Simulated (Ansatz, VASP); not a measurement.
## One calculation of Pt, two programs

```xyz
1
Lattice="0.0000 1.9090 1.9090 1.9090 0.0000 1.9090 1.9090 1.9090 0.0000" Properties=species:S:1:pos:R:3 pbc="T T T"
Pt    0.0000    0.0000    0.0000
```

Change from the starting cell: strain -0.025 along x and y, -0.025 along z, atoms carried along.

Alike in both runs: task single point; functional PBEsol; k mesh 20 × 20 × 20; occupations gaussian, width 0.15 eV; no spin polarisation.

|  | VASP | Ansatz |
| --- | --- | --- |
| version | VASP 6.6.1 | Ansatz 0.2.0 |
| potentials or method | VASP PAW PBE potentials, release 64 (Pt), cutoff 520 eV | scalar-relativistic, plane waves, PAW |
| valence electrons in the cell | 10 | 18 |

```tsv
	VASP	Ansatz	Ansatz less VASP
gap on the k mesh at the Fermi level (eV)	none	none	-
pressure (GPa)	27.2	27.6	+0.37
```

VASP's potentials were made for PBE, not for PBEsol. A gap of «none» marks a metal or a gap that the smearing closes. VASP's potentials hold 10 valence electrons a cell and Ansatz's 18, so a difference there can come from the potentials and not from the codes.

Neither program's run includes spin-orbit coupling.
